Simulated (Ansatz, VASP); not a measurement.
One calculation of Sn, two programs

```
Sn
1.0
    -2.94014    2.94014    1.59930
     2.94014   -2.94014    1.59930
     2.94014    2.94014   -1.59930
Sn
2
Direct
  0.00000 0.00000 0.00000
  0.75000 0.25000 0.50000
```

Alike in both runs: functional PBEsol; k mesh 9 × 9 × 9; occupations fermi-dirac, width 0.05 eV; no spin polarisation.

```csv
,VASP,Ansatz
version,VASP 6.6.1,Ansatz 0.2.0
potentials or method,"VASP PAW PBE potentials, release 64 (Sn_d)",Ansatz PAW
plane-wave cutoff (eV),520,420
valence electrons in the cell,28,28
task,single point,band structure
```

|  | VASP | Ansatz | Ansatz less VASP |
| --- | --- | --- | --- |
| gap on the k mesh at the Fermi level (eV) | none | none | - |
| pressure (GPa) | -1.5 | -1.4 | +0.05 |
| traceless stress, the component that is largest in VASP (GPa) | -0.25 | -0.26 | -0.010 |

VASP's potentials were made for PBE, not for PBEsol. A gap of «none» marks a metal or a gap that the smearing closes.
